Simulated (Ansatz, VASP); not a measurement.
**Two plane-wave programs on GaSb**

INCAR

```
SYSTEM = GaSb
PREC = Accurate
ENCUT = 500
EDIFF = 1E-6
ISMEAR = 0
SIGMA = 0.05
LREAL = .FALSE.
LASPH = .TRUE.
NELM = 120
ALGO = Normal
ISIF = 2
LWAVE = .FALSE.
LCHARG = .FALSE.
GGA = PS
NBANDS = 16
GGA_COMPAT = .FALSE.
```

Contents of KPOINTS:

```
regular mesh
0
G
  6 6 6
  0 0 0
```

POSCAR

```
GaSb
1.0
    0.0000000000      3.0403276560      3.0403276560
    3.0403276560      0.0000000000      3.0403276560
    3.0403276560      3.0403276560      0.0000000000
Ga Sb
1 1
Direct
    0.0000000000      0.0000000000      0.0000000000
    0.2500000000      0.2500000000      0.2500000000
```

Input for Ansatz:

```yaml
crystal:
  lattice:
    - [0.0, 3.040327656, 3.040327656]
    - [3.040327656, 0.0, 3.040327656]
    - [3.040327656, 3.040327656, 0.0]
  atoms:
    - { symbol: Ga, position: [0.0, 0.0, 0.0] }
    - { symbol: Sb, position: [0.25, 0.25, 0.25] }
basis:
  ecutwfc: 420
kpoints:
  mp_grid: { grid: [6, 6, 6] }
hamiltonian:
  xc: pbesol
scf:
  occupations: { method: gaussian, width: 0.05 }
output:
  forces: true
  stress: true
  eigenvalues: true
```

Alike in both runs: task single point; functional PBEsol; k mesh 6 × 6 × 6; occupations gaussian, width 0.05 eV; no spin polarisation.

```csv
,VASP,Ansatz
version,VASP 6.6.1,Ansatz 0.2.0
potentials or method,"VASP PAW PBE potentials, release 64 (Ga_d, Sb), cutoff 500 eV","scalar-relativistic, plane waves, PAW"
valence electrons in the cell,18,28
```

Ansatz gave:

| Property | Result |
| --- | --- |
| gap on the k mesh at the Fermi level (eV) | 0.11 |
| least direct gap on the mesh (eV) | 0.11 |
| pressure (GPa) | 0.8 |

**Question.** What did VASP give for the same quantities?

**Answer.** gap on the k mesh at the Fermi level (eV): 0.12; least direct gap on the mesh (eV): 0.12; pressure (GPa): 0.9.

VASP's potentials were made for PBE, not for PBEsol. The functional is the same, so the differences come from potentials, cutoffs and numerics. VASP's potentials hold 18 valence electrons a cell and Ansatz's 28, so a difference there can come from the potentials and not from the codes.

Spin-orbit coupling is off throughout.
